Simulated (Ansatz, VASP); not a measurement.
**Ga in VASP and in Ansatz**

Contents of INCAR:

```
PREC = Accurate
ENCUT = 520
EDIFF = 1E-7
ISMEAR = 0
SIGMA = 0.15
LREAL = False
LASPH = True
NELM = 100
ALGO = Fast
ISIF = 2
LWAVE = False
LCHARG = False
GGA = PS
NBANDS = 12
```

Contents of KPOINTS:

```
regular mesh
0
Gamma
  24 24 24
```

Contents of POSCAR:

```
Ga
1.0
   -1.4040000000      1.4040000000      2.2290000000
    1.4040000000     -1.4040000000      2.2290000000
    1.4040000000      1.4040000000     -2.2290000000
Ga
1
Direct
    0.0000000000      0.0000000000      0.0000000000
```

Input for Ansatz:

```yaml
crystal:
  lattice:
    - [-1.404, 1.404, 2.229]
    - [1.404, -1.404, 2.229]
    - [1.404, 1.404, -2.229]
  atoms:
    - { symbol: Ga, position: [0.0, 0.0, 0.0] }
basis:
  ecutwfc: 420
kpoints:
  mp_grid: { grid: [24, 24, 24] }
hamiltonian:
  xc: pbesol
scf:
  occupations: { method: gaussian, width: 0.15 }
output:
  forces: true
  stress: true
  eigenvalues: true
```

Alike in both runs: task single point; functional PBEsol; k mesh 24 × 24 × 24; occupations gaussian, width 0.15 eV; no spin polarisation.

|  | VASP | Ansatz |
| --- | --- | --- |
| version | VASP 6.6.1 | Ansatz 0.2.0 |
| potentials or method | VASP PAW PBE potentials, release 64 (Ga_d), cutoff 520 eV | scalar-relativistic, plane waves, PAW |
| valence electrons in the cell | 13 | 13 |

Ansatz gave:

| Property | Result |
| --- | --- |
| gap on the k mesh at the Fermi level (eV) | none |
| pressure (GPa) | 0.5 |

**Question.** Which values does VASP return?

**Answer.** gap on the k mesh at the Fermi level (eV): none; pressure (GPa): 0.4.

VASP's potentials were made for PBE, not for PBEsol. A gap of «none» marks a metal or a gap that the smearing closes. The functional is the same, so the differences come from potentials, cutoffs and numerics.
